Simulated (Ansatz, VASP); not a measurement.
Sn: VASP beside Ansatz

The input INCAR:

```
SYSTEM = Sn
PREC = Accurate
ENCUT = 520
EDIFF = 1E-6
ISMEAR = 1
SIGMA = 0.15
LREAL = .False.
LASPH = .True.
NELM = 60
ALGO = Normal
ISIF = 2
LWAVE = .False.
LCHARG = .False.
GGA = PS
NBANDS = 13
```

The input KPOINTS:

```
regular mesh
0
Gamma
  11 11 11
  0 0 0
```

POSCAR

```
Sn
1.0
   -1.8946520000      1.8946520000      1.8946520000
    1.8946520000     -1.8946520000      1.8946520000
    1.8946520000      1.8946520000     -1.8946520000
Sn
1
Direct
    0.0000000000      0.0000000000      0.0000000000
```

Input for Ansatz:

```yaml
crystal:
  lattice:
    - [-1.894652, 1.894652, 1.894652]
    - [1.894652, -1.894652, 1.894652]
    - [1.894652, 1.894652, -1.894652]
  atoms:
    - { symbol: Sn, position: [0.0, 0.0, 0.0] }
basis:
  ecutwfc: 470.0
kpoints:
  mp_grid:
    grid: [11, 11, 11]
hamiltonian:
  xc: pbesol
  pseudopotentials:
    kind: paw
scf:
  convergence:
    dr2_threshold: 1.0e-09
  occupations:
    method: cold
    width: 0.15
output:
  forces: true
  stress: true
```

Alike in both runs: task single point; functional PBEsol; k mesh 11 × 11 × 11; no spin polarisation.

|  | VASP | Ansatz |
| --- | --- | --- |
| version | VASP 6.6.1 | Ansatz 0.2.0 |
| potentials or method | VASP PAW PBE potentials, release 64 (Sn_d), cutoff 520 eV | plane waves, PAW |
| occupations | methfessel-paxton of order 1, width 0.15 eV | cold, width 0.15 eV |
| valence electrons in the cell | 14 | 14 |

|  | VASP | Ansatz | Ansatz less VASP |
| --- | --- | --- | --- |
| pressure (GPa) | -1.7 | -1.7 | -0.02 |

VASP's potentials were made for PBE, not for PBEsol. Ansatz's warnings: stress scf threshold loose.
